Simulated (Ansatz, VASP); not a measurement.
# Two plane-wave programs on AlN

Contents of POSCAR:

```
AlN
1.0
    0.0000000000      2.2534816071      2.1067790577
    2.2534816071      0.0000000000      2.1067790577
    2.2534816071      2.2534816071      0.0000000000
Al N
1 1
Direct
    0.0000000000      0.0000000000      0.0000000000
    0.7500000000      0.7500000000      0.7500000000
```

INCAR.step1

```
PREC = Accurate
ENCUT = 520
ISMEAR = 0
SIGMA = 0.01
LREAL = False
LASPH = True
NELM = 80
NBANDS = 11
GGA = PE
ALGO = Normal
EDIFF = 1E-4
LWAVE = True
LCHARG = False
```

The input INCAR.step2:

```
PREC = Accurate
ENCUT = 520
EDIFF = 1E-6
ISMEAR = 0
SIGMA = 0.01
LREAL = False
LASPH = True
NELM = 80
ALGO = Normal
ISIF = 2
LWAVE = False
LCHARG = False
METAGGA = R2SCAN
LMIXTAU = True
NBANDS = 11
ISTART = 1
```

File KPOINTS:

```
Automatic mesh
0
Gamma
  10 10 10
```

Input for Ansatz:

```yaml
crystal:
  lattice:
    - [0.0, 2.2534816071, 2.1067790577]
    - [2.2534816071, 0.0, 2.1067790577]
    - [2.2534816071, 2.2534816071, 0.0]
  atoms:
    - { symbol: Al, position: [0.0, 0.0, 0.0] }
    - { symbol: "N", position: [0.75, 0.75, 0.75] }
kpoints:
  mp_grid: { grid: [10, 10, 10] }
  band_path:
    path:
      - [0.0, 0.0, 0.0]
      - [-0.5, -0.5, 0.0]
      - [-0.375, -0.375, 0.25]
      - [-0.375, 0.0, 0.375]
      - [0.0, 0.0, 0.5]
      - [-0.5, -0.25, 0.25]
    npoints: 1
hamiltonian:
  xc: r2scan
scf:
  occupations: { method: fixed }
  n_extra_bands: 4
output:
  forces: true
  stress: true
  eigenvalues: true
```

Change from the starting cell: epitaxial_xy strain +3.1%.

Alike in both runs: task single point; functional r2SCAN; k mesh 10 × 10 × 10; no spin polarisation.

|  | VASP | Ansatz |
| --- | --- | --- |
| version | VASP 6.6.1 | Ansatz 0.2.0 |
| potentials or method | VASP PAW PBE potentials, release 64 (Al, N) | plane waves, PAW |
| plane-wave cutoff (eV) | 520 | 500 |
| occupations | gaussian, width 0.01 eV | fixed |
| valence electrons in the cell | 8 | 8 |

```tsv
	VASP	Ansatz	Ansatz less VASP
gap on the k mesh at the Fermi level (eV)	3.58	3.59	+0.007
pressure (GPa)	-5.9	-5.4	+0.40
traceless stress, the component that is largest in VASP (GPa)	5.48	5.46	-0.018
```

VASP's potentials were made for PBE, not for r2SCAN.
